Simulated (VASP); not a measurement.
# KMgH3 (Cmmm) in VASP: a series of runs

The runs below take KMgH3 through single point, with LDA.

All numbers are computed with VASP 6.6.1; they aren't measurements. Logs are shortened: lines on timing, memory, paths and dates and some standing lists are left out, and cuts for length are marked.

### Step 1. The cell of the first run

The structure is orthorhombic, space group Cmmm (No. 65). Conventional cell: a = 5.635 Å, b = 5.749 Å, c = 4.025 Å, α = 90.00°, β = 90.00°, γ = 90.00°. K (site symmetry mmm) has 12 H at 2.82 to 2.87 Å and 8 Mg at 3.46 to 3.51 Å within 3.7 Å. Within 2.7 Å of Mg (site symmetry mmm) lie 6 H at 2.01 Å. H (site symmetry mmm) has 2 Mg at 2.01 Å within 2.7 Å. H (site symmetry 2/m) has 2 Mg at 2.01 Å within 2.7 Å.

### Step 2. Single point, LDA (strain -0.0200 x Voigt [0, 0, 0, 1, 0, 0])

The input, INCAR:

```
SYSTEM = KMgH3
ALGO     = Normal         ! electronic algorithm
EDIFF    = 1E-6           ! SCF threshold, eV
ENCUT    = 520            ! plane-wave cutoff, eV
ISIF     = 2              ! what is computed and relaxed
ISMEAR   = 0              ! smearing method
LASPH    = .TRUE.         ! aspherical terms in the spheres
LCHARG   = .FALSE.        ! write CHGCAR
LREAL    = .FALSE.        ! projectors in reciprocal space
LWAVE    = .FALSE.        ! write WAVECAR
NBANDS   = 15             ! bands
NELM     = 100            ! most SCF steps
PREC     = Accurate       ! precision mode
SIGMA    = 0.05           ! smearing width, eV
```

The input, KPOINTS:

```
k-points
0
G
  8 8 8
  0 0 0
```

The input, POSCAR:

```
KMgH3
1.0
    4.0250000000      0.0000000000      0.0000000000
    0.0000000000      4.0250000000     -0.0402500000
    0.0000000000     -0.0402500000      4.0250000000
K Mg H
1 1 3
Direct
    0.0000000000      0.0000000000      0.0000000000
    0.5000000000      0.5000000000      0.5000000000
    0.0000000000      0.5000000000      0.5000000000
    0.5000000000      0.0000000000      0.5000000000
    0.5000000000      0.5000000000      0.0000000000
```

Potentials or basis: VASP PAW LDA potentials, release 64 (K_sv, Mg, H).

Command:

```bash
$ cat potpaw_LDA.64/K_sv/POTCAR potpaw_LDA.64/Mg/POTCAR potpaw_LDA.64/H/POTCAR > POTCAR
$ mpirun -np 1 vasp_std > vasp.out
```

OUTCAR:

```text
SYSTEM = KMgH3
   EDIFF = 1E-6
   ENCUT = 520
   ISIF = 2
   ISMEAR = 0
   LASPH = .TRUE.
   LREAL = .FALSE.
   NELM = 100
   PREC = Accurate

 ion  position               nearest neighbor table
   1  0.000  0.000  0.000-   2 3.46   2 3.46   2 3.46   2 3.46   2 3.51   2 3.51   2 3.51   2 3.51

   2  0.500  0.500  0.500-   3 2.01   3 2.01   5 2.01   5 2.01   4 2.01   4 2.01   1 3.46   1 3.46
                             1 3.46   1 3.46   1 3.51   1 3.51   1 3.51   1 3.51
   3  0.000  0.500  0.500-   2 2.01   2 2.01
   4  0.500  0.000  0.500-   2 2.01   2 2.01
   5  0.500  0.500  0.000-   2 2.01   2 2.01

  LATTYP: Found a base centered orthorhombic cell.
 ALAT       =     5.6352874927
 B/A-ratio  =     1.0202020202
 C/A-ratio  =     0.7142492739

  Lattice vectors:

 A1 = (   0.0000000000,   4.0250000000,  -0.0402500000)
 A2 = (   0.0000000000,  -0.0402500000,   4.0250000000)
 A3 = (   4.0250000000,   0.0000000000,   0.0000000000)

Analysis of symmetry for initial positions (statically):
=====================================================================
 Subroutine PRICEL returns:
 Original cell was already a primitive cell.

 Routine SETGRP: Setting up the symmetry group for a
 base centered orthorhombic supercell.

 Subroutine GETGRP returns: Found  8 space group operations
 (whereof  8 operations were pure point group operations)
 out of a pool of  8 trial point group operations.

The static configuration has the point symmetry D_2h.

Analysis of symmetry for dynamics (positions and initial velocities):
=====================================================================
 Subroutine PRICEL returns:
 Original cell was already a primitive cell.

 Routine SETGRP: Setting up the symmetry group for a
 base centered orthorhombic supercell.

 Subroutine GETGRP returns: Found  8 space group operations
 (whereof  8 operations were pure point group operations)
 out of a pool of  8 trial point group operations.

The dynamic configuration has the point symmetry D_2h.

 Subroutine INISYM returns: Found  8 space group operations
 (whereof  8 operations are pure point group operations),
 and found     1 'primitive' translations

----------------------------------------------------------------------------------------

                                     Primitive cell

  volume of cell :      65.2010

  direct lattice vectors                    reciprocal lattice vectors
     4.025000000  0.000000000  0.000000000     0.248447205  0.000000000  0.000000000
     0.000000000  4.025000000 -0.040250000     0.000000000  0.248472052  0.002484721
     0.000000000 -0.040250000  4.025000000     0.000000000  0.002484721  0.248472052

  length of vectors
     4.025000000  4.025201245  4.025201245     0.248447205  0.248484475  0.248484475

  position of ions in fractional coordinates (direct lattice)
     0.000000000  0.000000000  0.000000000
     0.500000000  0.500000000  0.500000000
     0.000000000  0.500000000  0.500000000
     0.500000000  0.000000000  0.500000000
     0.500000000  0.500000000  0.000000000

  ion indices of the primitive-cell ions
   primitive index   ion index
                 1           1
                 2           2
                 3           3
                 4           4
                 5           5

----------------------------------------------------------------------------------------

 KPOINTS: k-points

Automatic generation of k-mesh.
 Grid dimensions read from file:
 generate k-points for:    8    8    8

 Generating k-lattice:

  Cartesian coordinates                     Fractional coordinates (reciprocal lattice)
     0.031055901  0.000000000  0.000000000     0.125000000  0.000000000  0.000000000
     0.000000000  0.031059007  0.000310590     0.000000000  0.125000000  0.000000000
     0.000000000  0.000310590  0.031059007     0.000000000  0.000000000  0.125000000

  Length of vectors
     0.031055901  0.031060559  0.031060559

  Shift w.r.t. Gamma in fractional coordinates (k-lattice)
     0.000000000  0.000000000  0.000000000

[... 46 lines left out ...]
  ---------------------------------------------------
  free energy    TOTEN  =       -15.08488890 eV

  energy without entropy =      -15.08488890  energy(sigma->0) =      -15.08488890

 E-fermi :  -0.0568     XC(G=0):  -8.8115

 val. band max:       -0.2879320087   @ k =   0.5000   0.0000   0.0000
 cond. band min:       1.7621634782   @ k =   0.5000   0.5000   0.5000
 fundamental gap:      2.0500954868
 Fermi energy:        -0.0568321246

 k-point     1 :       0.0000    0.0000    0.0000
  band No.  band energies     occupation
      1     -29.0084      2.00000
      2     -12.7116      2.00000
      3     -12.7068      2.00000
      4     -12.7016      2.00000
      5      -5.9205      2.00000
      6      -0.7863      2.00000
      7      -0.7822      2.00000
      8       5.1967      0.00000
      9       5.1993      0.00000
     10       5.2054      0.00000
     11       7.5341      0.00000
     12       7.5578      0.00000
     13       8.4083      0.00000
     14       8.4729      0.00000
     15       8.5100      0.00000

 k-point     2 :       0.1250    0.0000    0.0000
  band No.  band energies     occupation
      1     -29.0065      2.00000
      2     -12.7470      2.00000
      3     -12.7084      2.00000
      4     -12.6985      2.00000
      5      -5.7683      2.00000
      6      -1.0437      2.00000
      7      -0.7195      2.00000
      8       5.1327      0.00000
      9       5.1470      0.00000
     10       5.2725      0.00000
     11       7.1185      0.00000
     12       7.6901      0.00000
     13       8.4201      0.00000
     14       8.4724      0.00000
     15       8.5480      0.00000
[... 365 lines left out ...]
      3     -12.7960      2.00000
      4     -12.6745      2.00000
      5      -3.9100      2.00000
      6      -2.7703      2.00000
      7      -1.2115      2.00000
      8       4.1938      0.00000
      9       5.2394      0.00000
     10       5.2713      0.00000
     11       6.8485      0.00000
     12       6.9861      0.00000
     13       8.5843      0.00000
     14       9.2212      0.00000
     15       9.6858      0.00000

 k-point    24 :       0.3750    0.5000    0.0000
  band No.  band energies     occupation
      1     -28.9847      2.00000
      2     -12.9127      2.00000
      3     -12.8721      2.00000
      4     -12.6673      2.00000
      5      -3.5608      2.00000
      6      -2.4408      2.00000
      7      -1.9082      2.00000
      8       3.3194      0.00000
      9       5.5719      0.00000
     10       5.8102      0.00000
     11       6.4915      0.00000
     12       7.7619      0.00000
     13       8.0638      0.00000
     14       8.6501      0.00000
     15       9.8380      0.00000

 [... further k-points ...]

------------------------ aborting loop because EDIFF is reached ----------------------------------------

  FORCE on cell =-STRESS in cart. coord.  units (eV):
  Direction    XX          YY          ZZ          XY          YZ          ZX
  --------------------------------------------------------------------------------------
  -------------------------------------------------------------------------------------
  Total       -1.3023293     -1.2990119     -1.2990119      0.0000000      0.2947814      0.0000000
  in kB      -32.0020038    -31.9204865    -31.9204865      0.0000000      7.2436338      0.0000000
  external PRESSURE =     -31.9476590 kB  Pullay stress =       0.0000000 kB

 VOLUME and BASIS-vectors are now :
 -----------------------------------------------------------------------------
  energy-cutoff  :      520.00
  volume of cell :       65.20
      direct lattice vectors                 reciprocal lattice vectors
     4.025000000  0.000000000  0.000000000     0.248447205  0.000000000  0.000000000
     0.000000000  4.025000000 -0.040250000     0.000000000  0.248472052  0.002484721
     0.000000000 -0.040250000  4.025000000     0.000000000  0.002484721  0.248472052

 POSITION                                       TOTAL-FORCE (eV/Angst)
 -----------------------------------------------------------------------------------
      0.00000      0.00000      0.00000         0.000000      0.000000      0.000000
      2.01250      1.99238      1.99238         0.000000      0.000000      0.000000
      0.00000      1.99238      1.99238         0.000000     -0.000000      0.000000
      2.01250     -0.02013      2.01250         0.000000     -0.000000      0.000000
      2.01250      2.01250     -0.02013         0.000000     -0.000000      0.000000
 -----------------------------------------------------------------------------------
    total drift:                                0.000000      0.000000     -0.000000

  FREE ENERGIE OF THE ION-ELECTRON SYSTEM (eV)
  ---------------------------------------------------
  free  energy   TOTEN  =       -15.0848889045 eV

  energy  without entropy=      -15.0848889045  energy(sigma->0) =      -15.08488890
```

It took 30 s on 1 thread of Intel Xeon 6975P-C (Granite Rapids), shared host; peak memory 0.23 GiB.

Results:

| Item | Value |
| --- | --- |
| Free energy | -15.0849 eV |
| Pressure | -3.2 GPa |
| Band gap on the k mesh | 2.05 eV, indirect (least direct gap 4.15 eV) |

Stress tensor (GPa, compression positive):
```
-3.20  0.00  0.00
 0.00 -3.19  0.72
 0.00  0.72 -3.19
```

Levels at points of the mesh, in eV from the valence-band top:
| k point | band 4 | band 5 | band 6 | band 7 | band 8 | band 9 | band 10 | band 11 |
| --- | --- | --- | --- | --- | --- | --- | --- | --- |
| (0.00, 0.00, 0.00) | -12.41 | -5.63 | -0.50 | -0.49 | 5.48 | 5.49 | 5.49 | 7.82 |
| (0.50, 0.00, 0.00) | -12.39 | -3.94 | -2.89 | 0.00 | 5.00 | 5.10 | 5.53 | 7.31 |
| (0.00, 0.50, 0.00) | -12.40 | -3.93 | -2.88 | 0.00 | 5.03 | 5.05 | 5.55 | 7.32 |
| (0.50, 0.50, 0.00) | -12.38 | -3.02 | -2.00 | -2.00 | 3.26 | 5.97 | 6.58 | 6.62 |
| (0.00, 0.50, 0.50) | -12.38 | -3.03 | -2.07 | -1.93 | 3.26 | 6.01 | 6.56 | 6.60 |
| (0.50, 0.50, 0.50) | -12.56 | -2.23 | -2.17 | -2.10 | 2.05 | 5.27 | 5.36 | 5.45 |

Caveat: the cell differs from its parent crystal (strain -0.0200 x Voigt [0, 0, 0, 1, 0, 0]).

### Step 3. Single point, LDA (strain +0.0150 x Voigt [0, 0, 0, 1, 0, 0])

The input, INCAR:

```
SYSTEM = KMgH3
  PREC = Accurate
  ENCUT = 520
  EDIFF = 1E-7
  ISMEAR = 0
  SIGMA = 0.05
  LREAL = .FALSE.
  LASPH = .TRUE.
  NELM = 60
  ALGO = Normal
  ISIF = 2
  LWAVE = .FALSE.
  LCHARG = .FALSE.
  NBANDS = 15
```

The input, KPOINTS:

```
Automatic mesh
0
G
  8 8 8
  0 0 0
```

POSCAR, as its differences from that of step 2:

```diff
@@ -3,4 +3,4 @@
     4.0250000000      0.0000000000      0.0000000000
-    0.0000000000      4.0250000000     -0.0402500000
-    0.0000000000     -0.0402500000      4.0250000000
+    0.0000000000      4.0250000000      0.0301875000
+    0.0000000000      0.0301875000      4.0250000000
 K Mg H
```

Potentials or basis: VASP PAW LDA potentials, release 64 (K_sv, Mg, H).

Command:

```bash
$ cat potpaw_LDA.64/K_sv/POTCAR potpaw_LDA.64/Mg/POTCAR potpaw_LDA.64/H/POTCAR > POTCAR
$ mpirun -np 1 vasp_std > vasp.out
```

Run time: 32 s. Hardware: 1 thread of Intel Xeon 6975P-C (Granite Rapids), shared host; peak memory 0.23 GiB.

It converged, with:

| Quantity | Value |
| --- | --- |
| Free energy | -15.0861 eV |
| Pressure | -3.2 GPa |
| Band gap on the k mesh | 2.05 eV, indirect (least direct gap 4.17 eV) |

Stress tensor (GPa, compression positive):
```
-3.20  0.00  0.00
 0.00 -3.20 -0.54
 0.00 -0.54 -3.20
```

Levels at points of the mesh, in eV from the valence-band top:
| k point | band 4 | band 5 | band 6 | band 7 | band 8 | band 9 | band 10 | band 11 |
| --- | --- | --- | --- | --- | --- | --- | --- | --- |
| (0.00, 0.00, 0.00) | -12.41 | -5.63 | -0.50 | -0.49 | 5.49 | 5.49 | 5.49 | 7.83 |
| (0.50, 0.00, 0.00) | -12.39 | -3.93 | -2.88 | 0.00 | 5.01 | 5.09 | 5.53 | 7.31 |
| (0.00, 0.50, 0.00) | -12.40 | -3.93 | -2.88 | 0.00 | 5.04 | 5.05 | 5.54 | 7.32 |
| (0.50, 0.50, 0.00) | -12.38 | -3.02 | -2.00 | -2.00 | 3.26 | 5.99 | 6.58 | 6.61 |
| (0.00, 0.50, 0.50) | -12.38 | -3.02 | -2.05 | -1.95 | 3.26 | 6.01 | 6.57 | 6.60 |
| (0.50, 0.50, 0.50) | -12.56 | -2.21 | -2.17 | -2.12 | 2.05 | 5.29 | 5.36 | 5.43 |

Caveat: the cell differs from its parent crystal (strain +0.0150 x Voigt [0, 0, 0, 1, 0, 0]). A k mesh can miss the band edges.

### Step 4. Single point, LDA (strain -0.0100 x Voigt [0, 0, 0, 1, 0, 0])

The input, INCAR:

```
PREC = Accurate
ENCUT = 520
EDIFF = 1E-6
ISMEAR = 0
SIGMA = 0.05
LREAL = False
LASPH = True
NELM = 100
ALGO = Normal
ISIF = 2
LWAVE = False
LCHARG = False
GGA = CA
NBANDS = 15
```

The input, KPOINTS:

```
regular mesh
0
Gamma
  8 8 8
```

POSCAR, as its differences from that of step 3:

```diff
@@ -3,4 +3,4 @@
     4.0250000000      0.0000000000      0.0000000000
-    0.0000000000      4.0250000000      0.0301875000
-    0.0000000000      0.0301875000      4.0250000000
+    0.0000000000      4.0250000000     -0.0201250000
+    0.0000000000     -0.0201250000      4.0250000000
 K Mg H
```

Command:

```bash
$ cat potpaw_LDA.64/K_sv/POTCAR potpaw_LDA.64/Mg/POTCAR potpaw_LDA.64/H/POTCAR > POTCAR
$ mpirun -np 1 vasp_std > vasp.out
```

Wall time 29 s (1 thread of Intel Xeon 6975P-C (Granite Rapids), shared host); peak memory 0.23 GiB.

The run converged. Its results:

| Quantity | Value |
| --- | --- |
| Free energy | -15.0870 eV |
| Pressure | -3.2 GPa |
| Band gap on the k mesh | 2.05 eV, indirect (least direct gap 4.19 eV) |

Stress tensor (GPa, compression positive):
```
-3.20  0.00  0.00
 0.00 -3.20  0.36
 0.00  0.36 -3.20
```

Levels at points of the mesh, in eV from the valence-band top:
| k point | band 4 | band 5 | band 6 | band 7 | band 8 | band 9 | band 10 | band 11 |
| --- | --- | --- | --- | --- | --- | --- | --- | --- |
| (0.00, 0.00, 0.00) | -12.41 | -5.63 | -0.50 | -0.49 | 5.49 | 5.49 | 5.49 | 7.84 |
| (0.50, 0.00, 0.00) | -12.39 | -3.93 | -2.88 | 0.00 | 5.02 | 5.08 | 5.53 | 7.32 |
| (0.00, 0.50, 0.00) | -12.39 | -3.93 | -2.88 | 0.00 | 5.05 | 5.05 | 5.54 | 7.32 |
| (0.50, 0.50, 0.00) | -12.37 | -3.02 | -2.00 | -2.00 | 3.26 | 6.00 | 6.58 | 6.59 |
| (0.00, 0.50, 0.50) | -12.37 | -3.02 | -2.03 | -1.96 | 3.26 | 6.01 | 6.57 | 6.59 |
| (0.50, 0.50, 0.50) | -12.56 | -2.20 | -2.17 | -2.13 | 2.05 | 5.31 | 5.36 | 5.40 |

Caveat: the cell differs from its parent crystal (strain -0.0100 x Voigt [0, 0, 0, 1, 0, 0]). A k mesh can miss the band edges.

### Step 5. Single point, LDA (strain +0.0050 x Voigt [0, 0, 0, 1, 0, 0])

The input, INCAR:

```
PREC = Accurate ; ENCUT = 520
EDIFF = 1E-6 ; ISMEAR = 0
SIGMA = 0.05 ; LREAL = F
LASPH = T ; NELM = 60
ALGO = Normal ; ISIF = 2
LWAVE = F ; LCHARG = F
GGA = CA ; NBANDS = 15
```

KPOINTS is that of step 4.

POSCAR, as its differences from that of step 4:

```diff
@@ -3,4 +3,4 @@
     4.0250000000      0.0000000000      0.0000000000
-    0.0000000000      4.0250000000     -0.0201250000
-    0.0000000000     -0.0201250000      4.0250000000
+    0.0000000000      4.0250000000      0.0100625000
+    0.0000000000      0.0100625000      4.0250000000
 K Mg H
```

Command:

```bash
$ cat potpaw_LDA.64/K_sv/POTCAR potpaw_LDA.64/Mg/POTCAR potpaw_LDA.64/H/POTCAR > POTCAR
$ mpirun -np 1 vasp_std > vasp.out
```

Run time: 31 s. Hardware: 1 thread of Intel Xeon 6975P-C (Granite Rapids), shared host; peak memory 0.23 GiB.

Results (log left out):

- Free energy: -15.0875 eV
- Pressure: -3.2 GPa
- Band gap on the k mesh: 2.05 eV, indirect (least direct gap 4.20 eV)

Stress tensor (GPa, compression positive):
```
-3.20  0.00  0.00
 0.00 -3.20 -0.18
 0.00 -0.18 -3.20
```

Levels at points of the mesh, in eV from the valence-band top:
```csv
k point,band 5,band 6,band 7,band 8,band 9,band 10
"(0.00, 0.00, 0.00)",-5.63,-0.49,-0.49,5.49,5.49,5.49
"(0.50, 0.00, 0.00)",-3.93,-2.88,0.00,5.04,5.06,5.53
"(0.00, 0.50, 0.00)",-3.93,-2.88,0.00,5.05,5.05,5.53
"(0.50, 0.50, 0.00)",-3.02,-2.00,-2.00,3.26,6.01,6.58
"(0.00, 0.50, 0.50)",-3.02,-2.02,-1.98,3.26,6.01,6.58
"(0.50, 0.50, 0.50)",-2.18,-2.17,-2.15,2.05,5.34,5.36
```

Caveat: the cell differs from its parent crystal (strain +0.0050 x Voigt [0, 0, 0, 1, 0, 0]). A k mesh can miss the band edges.

### Step 6. Single point, LDA (strain +0.0175 x Voigt [0, 0, 0, 1, 0, 0])

The input, INCAR:

```
SYSTEM = KMgH3
PREC = Accurate ; ENCUT = 520
EDIFF = 1E-7 ; ISMEAR = 0
SIGMA = 0.05 ; LREAL = .FALSE.
LASPH = .TRUE. ; NELM = 100
ALGO = Normal ; ISIF = 2
LWAVE = .FALSE. ; LCHARG = .FALSE.
GGA = CA ; NBANDS = 15
```

The input, KPOINTS:

```
regular mesh
0
G
  8 8 8
  0 0 0
```

POSCAR, as its differences from that of step 5:

```diff
@@ -3,4 +3,4 @@
     4.0250000000      0.0000000000      0.0000000000
-    0.0000000000      4.0250000000      0.0100625000
-    0.0000000000      0.0100625000      4.0250000000
+    0.0000000000      4.0250000000      0.0352187500
+    0.0000000000      0.0352187500      4.0250000000
 K Mg H
```

Potentials or basis: VASP PAW LDA potentials, release 64 (K_sv, Mg, H).

Command:

```bash
$ cat potpaw_LDA.64/K_sv/POTCAR potpaw_LDA.64/Mg/POTCAR potpaw_LDA.64/H/POTCAR > POTCAR
$ mpirun -np 1 vasp_std > vasp.out
```

Run time: 39 s. Hardware: 1 thread of Intel Xeon 6975P-C (Granite Rapids), shared host; peak memory 0.23 GiB.

It converged, with:

```yaml
Free_energy: -15.0856 eV
Pressure: -3.2 GPa
Band_gap_on_the_k_mesh: 2.05 eV, indirect (least direct gap 4.16 eV)
```

Stress tensor (GPa, compression positive):
```
-3.20  0.00  0.00
 0.00 -3.20 -0.63
 0.00 -0.63 -3.20
```

Levels at points of the mesh, in eV from the valence-band top:
```
           k point  band 5  band 6  band 7  band 8  band 9  band 10
(0.00, 0.00, 0.00)   -5.63   -0.50   -0.49    5.49    5.49     5.49
(0.50, 0.00, 0.00)   -3.93   -2.89    0.00    5.00    5.10     5.53
(0.00, 0.50, 0.00)   -3.93   -2.88    0.00    5.04    5.05     5.54
(0.50, 0.50, 0.00)   -3.02   -2.00   -2.00    3.26    5.98     6.58
(0.00, 0.50, 0.50)   -3.02   -2.06   -1.94    3.26    6.01     6.56
(0.50, 0.50, 0.50)   -2.22   -2.17   -2.11    2.05    5.28     5.36
```

Caveat: the cell differs from its parent crystal (strain +0.0175 x Voigt [0, 0, 0, 1, 0, 0]). A k mesh can miss the band edges.

### Step 7. Summary

| cell | gap on the mesh (eV) | pressure (GPa) |
| --- | --- | --- |
| a = 4.025 Å, angles 91.1, 90.0, 90.0°, 5 atoms | 2.05 | -3.2 |
| a = 4.025 Å, angles 89.1, 90.0, 90.0°, 5 atoms | 2.05 | -3.2 |
| a = 4.025 Å, angles 90.6, 90.0, 90.0°, 5 atoms | 2.05 | -3.2 |
| a = 4.025 Å, angles 89.7, 90.0, 90.0°, 5 atoms | 2.05 | -3.2 |
| a = 4.025 Å, angles 89.0, 90.0, 90.0°, 5 atoms | 2.05 | -3.2 |

Alike in all rows: task single point; level LDA; potentials or basis VASP PAW LDA potentials, release 64 (K_sv, Mg, H); no spin polarisation; k mesh 8 × 8 × 8; cutoff (eV) 520; smearing gaussian 0.05 eV.

Total energies depend on the potentials used, so only differences within one code and one set of settings carry meaning.
